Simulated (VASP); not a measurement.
Input of a VASP 6.6.1 run:

File INCAR:

```
SYSTEM = Ti
PREC = Accurate ; ENCUT = 520
EDIFF = 1E-6 ; ISMEAR = 0
SIGMA = 0.15 ; LREAL = .False.
LASPH = .True. ; NELM = 80
ALGO = Fast ; ISIF = 2
LWAVE = .False. ; LCHARG = .True.
GGA = PE ; LELF = .True.
LVHAR = .True. ; NBANDS = 19
```

Contents of KPOINTS:

```
regular mesh
0
Gamma
  18 18 10
  0 0 0
```

POSCAR

```
Ti
1.0
    2.8614979246      0.0000000000      0.0000000000
   -1.4307489623      2.4781298956      0.0000000000
    0.0000000000      0.0000000000      4.5454200000
Ti
2
Direct
    0.3333333333      0.6666666667      0.2500000000
    0.6666666667      0.3333333333      0.7500000000
```

Potentials or basis: VASP PAW PBE potentials, release 64 (Ti_sv).

The run is started by

```sh
$ cat potpaw_PBE.64/Ti_sv/POTCAR > POTCAR
$ mpirun -np 1 vasp_std > vasp.out
```

Estimate the pressure.

9.1 GPa.

What does it give for the band gap on the k mesh?

Zero (band 12 reaches 9.97 eV, above the bottom of band 13 at 8.83 eV).

Stress tensor (GPa, compression positive):
```
9.14 0.00 0.00
0.00 9.14 0.00
0.00 0.00 8.90
```

Caveat: the cell differs from its parent crystal (strain -0.030 along x and y, -0.030 along z).
